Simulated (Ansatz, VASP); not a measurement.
## One calculation of Cu, two programs

Contents of INCAR:

```
PREC = Accurate ; ENCUT = 520
EDIFF = 1E-6 ; ISMEAR = 0
SIGMA = 0.15 ; LREAL = False
LASPH = True ; NELM = 80
ALGO = Normal ; ISIF = 2
LWAVE = False ; LCHARG = True
GGA = PS ; LELF = True
LVHAR = True ; NBANDS = 12
```

KPOINTS

```
regular mesh
0
Gamma
  22 22 22
```

Contents of POSCAR:

```
Cu
1.0
    0.0000000000      1.8346125000      1.8075000000
    1.8346125000      0.0000000000      1.8075000000
    1.8346125000      1.8346125000      0.0000000000
Cu
1
Direct
    0.0000000000      0.0000000000      0.0000000000
```

Input for Ansatz:

```yaml
crystal:
  lattice:
    - [0.0, 1.8346125, 1.8075]
    - [1.8346125, 0.0, 1.8075]
    - [1.8346125, 1.8346125, 0.0]
  atoms:
    - { symbol: Cu, position: [0.0, 0.0, 0.0] }
basis:
  ecutwfc: 420
kpoints:
  mp_grid: { grid: [22, 22, 22] }
hamiltonian:
  xc: pbesol
scf:
  occupations: { method: gaussian, width: 0.15 }
output:
  forces: true
  stress: true
  eigenvalues: true
```

Change from the starting cell: strain +0.015 along x and y, +0.000 along z, atoms carried along.

Alike in both runs: task single point; functional PBEsol; k mesh 22 × 22 × 22; occupations gaussian, width 0.15 eV; no spin polarisation.

|  | VASP | Ansatz |
| --- | --- | --- |
| version | VASP 6.6.1 | Ansatz 0.2.0 |
| potentials or method | VASP PAW PBE potentials, release 64 (Cu), cutoff 520 eV | scalar-relativistic, plane waves, PAW |
| valence electrons in the cell | 11 | 19 |

|  | VASP | Ansatz | Ansatz less VASP |
| --- | --- | --- | --- |
| gap on the k mesh at the Fermi level (eV) | none | none | - |
| pressure (GPa) | -9.5 | -10.2 | -0.68 |
| traceless stress, the component that is largest in VASP (GPa) | 0.50 | 0.50 | +0.004 |

VASP's potentials were made for PBE, not for PBEsol. A gap of «none» marks a metal or a gap that the smearing closes. VASP's potentials hold 11 valence electrons a cell and Ansatz's 19, so a difference there can come from the potentials and not from the codes.
